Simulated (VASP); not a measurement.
# HgTe (zinc blende type) in VASP: notebook, part 2 of 2

VASP 6.6.1.

## (3) Single point, PBE

Input file INCAR:

```
PREC = Accurate
ENCUT = 520
EDIFF = 1E-6
ISMEAR = -1
SIGMA = 0.1
LREAL = False
LASPH = True
NELM = 100
ALGO = Normal
ISIF = 2
LWAVE = False
LCHARG = True
GGA = PE
LELF = True
LVHAR = True
NBANDS = 16
```

Input file KPOINTS:

```
regular mesh
0
Gamma
  8 8 8
```

Input file POSCAR:

```
HgTe
1.0
    0.0000000000      3.3300000000      3.3300000000
    3.3300000000      0.0000000000      3.3300000000
    3.3300000000      3.3300000000      0.0000000000
Hg Te
1 1
Direct
    0.0000000000      0.0000000000      0.0000000000
    0.2500000000      0.2500000000      0.2500000000
```

Potentials or basis: VASP PAW PBE potentials, release 64 (Hg, Te).

Launch:

```console
cat potpaw_PBE.64/Hg/POTCAR potpaw_PBE.64/Te/POTCAR > POTCAR
mpirun -np 1 vasp_std > vasp.out
```

Run time: 22 s. Hardware: 1 thread of AMD EPYC 9R45 (Zen 5), shared host; peak memory 0.19 GiB.

The run converged. Its results:

| Quantity | Value |
| --- | --- |
| Free energy | -3.6511 eV |
| Pressure | -0.1 GPa |
| Band gap on the k mesh | zero (filled and empty bands touch) |

Levels at points of the mesh, in eV from the Fermi level:
```tsv
k point	band 7	band 8	band 9	band 10	band 11	band 12
(0.00, 0.00, 0.00)	-1.12	-0.19	-0.19	-0.19	4.19	4.19
(0.50, 0.00, 0.00)	-5.12	-1.01	-1.01	0.51	4.92	4.92
(0.50, 0.50, 0.00)	-5.15	-2.10	-2.10	1.72	2.53	7.72
```

Caveat: spin-orbit coupling is left out, which moves the levels of the heavy elements.

## (4) Single point, PBE

Input file INCAR:

```
SYSTEM = HgTe
PREC = Accurate
ENCUT = 520
EDIFF = 1E-7
ISMEAR = -1
SIGMA = 0.1
LREAL = .FALSE.
LASPH = .TRUE.
NELM = 100
ALGO = Normal
ISIF = 2
LWAVE = .FALSE.
LCHARG = .FALSE.
GGA = PE
NBANDS = 16
```

Input file KPOINTS:

```
regular mesh
0
G
  8 8 8
  0 0 0
```

Changes to POSCAR since step 3:

```diff
@@ -8,3 +8,3 @@
 Direct
-    0.0000000000      0.0000000000      0.0000000000
+   -0.0030030030      0.0030030030      0.0030030030
     0.2500000000      0.2500000000      0.2500000000
```

Potentials or basis: VASP PAW PBE potentials, release 64 (Hg, Te).

Launch:

```console
cat potpaw_PBE.64/Hg/POTCAR potpaw_PBE.64/Te/POTCAR > POTCAR
mpirun -np 1 vasp_std > vasp.out
```

OUTCAR:

```text
SYSTEM = HgTe
   PREC = Accurate
   ENCUT = 520
   EDIFF = 1E-7
   ISMEAR = -1
   LREAL = .FALSE.
   LASPH = .TRUE.
   NELM = 100
   ISIF = 2
   GGA = PE

 ion  position               nearest neighbor table
   1  0.997  0.003  0.003-   2 2.87   2 2.87   2 2.90   2 2.90
   2  0.250  0.250  0.250-   1 2.87   1 2.87   1 2.90   1 2.90

  LATTYP: Found a face centered cubic cell.
 ALAT       =     6.6600000000

  Lattice vectors:

 A1 = (   0.0000000000,   3.3300000000,   3.3300000000)
[... 624 lines left out ...]
      3      -4.5526      2.00000
      4      -4.2548      2.00000
      5      -4.2470      2.00000
      6      -4.1040      2.00000
[... 8 lines left out ...]
     15      11.0425      0.00000
     16      12.0931      0.00000

 [... further k-points ...]
[... 5 lines left out ...]
  --------------------------------------------------------------------------------------
  -------------------------------------------------------------------------------------
  Total       -0.0389248     -0.0370401     -0.0370401      0.0000000      0.0687561      0.0000000
  in kB       -0.8444502     -0.8035636     -0.8035636      0.0000000      1.4916223      0.0000000
  external PRESSURE =      -0.8171925 kB  Pullay stress =       0.0000000 kB

 VOLUME and BASIS-vectors are now :
 -----------------------------------------------------------------------------
  energy-cutoff  :      520.00
  volume of cell :       73.85
      direct lattice vectors                 reciprocal lattice vectors
     0.000000000  3.330000000  3.330000000    -0.150150150  0.150150150  0.150150150
     3.330000000  0.000000000  3.330000000     0.150150150 -0.150150150  0.150150150
     3.330000000  3.330000000  0.000000000     0.150150150  0.150150150 -0.150150150

 POSITION                                       TOTAL-FORCE (eV/Angst)
 -----------------------------------------------------------------------------------
      0.02000      3.33000      3.33000        -0.053283      0.000000      0.000000
      1.66500      1.66500      1.66500         0.053283      0.000000      0.000000
 -----------------------------------------------------------------------------------
    total drift:                                0.000173     -0.000000     -0.000000

  FREE ENERGIE OF THE ION-ELECTRON SYSTEM (eV)
  ---------------------------------------------------
  free  energy   TOTEN  =        -3.6505893811 eV

  energy  without entropy=       -3.6479068626  energy(sigma->0) =       -3.64924812
```

stdout:

```text
POSCAR found type information on POSCAR HgTe
 POSCAR found :  2 types and       2 ions
 scaLAPACK will be used
 LDA part: xc-table for (Slater+PW92), standard interpolation
 POSCAR, INCAR and KPOINTS ok, starting setup
 FFT: planning ... GRIDC
 FFT: planning ... GRID_SOFT
 FFT: planning ... GRID
 WAVECAR not read
 entering main loop
```

It took 68 s on 1 thread of AMD EPYC 9R45 (Zen 5), shared host; peak memory 0.25 GiB.

Results:

```
Free energy   : -3.6506 eV
Pressure      : -0.1 GPa
Largest force : 0.053 eV/Å
```

Forces in eV/Å, atoms in the order of the input:
```
Hg  -0.053  0.000  0.000
Te   0.053  0.000  0.000
```

Stress tensor (GPa, compression positive):
```
-0.08  0.00  0.00
 0.00 -0.08  0.15
 0.00  0.15 -0.08
```

Levels at points of the mesh, in eV from the Fermi level:
| k point | band 5 | band 6 | band 7 | band 8 | band 9 | band 10 | band 11 | band 12 | band 13 | band 14 |
| --- | --- | --- | --- | --- | --- | --- | --- | --- | --- | --- |
| (0.00, 0.00, 0.00) | -6.64 | -6.63 | -1.12 | -0.20 | -0.19 | -0.18 | 4.18 | 4.19 | 4.20 | 6.32 |
| (0.50, 0.00, 0.00) | -6.62 | -6.39 | -5.14 | -1.04 | -1.00 | 0.53 | 4.89 | 4.97 | 6.62 | 7.56 |
| (0.00, 0.50, 0.00) | -6.61 | -6.38 | -5.09 | -1.03 | -0.98 | 0.49 | 4.87 | 4.95 | 6.59 | 7.57 |
| (0.50, 0.50, 0.00) | -6.58 | -6.27 | -5.15 | -2.10 | -2.10 | 1.72 | 2.53 | 7.72 | 8.30 | 8.30 |
| (0.00, 0.50, 0.50) | -6.59 | -6.27 | -5.15 | -2.11 | -2.10 | 1.72 | 2.53 | 7.72 | 8.27 | 8.33 |

Caveat: spin-orbit coupling is left out, which moves the levels of the heavy elements.
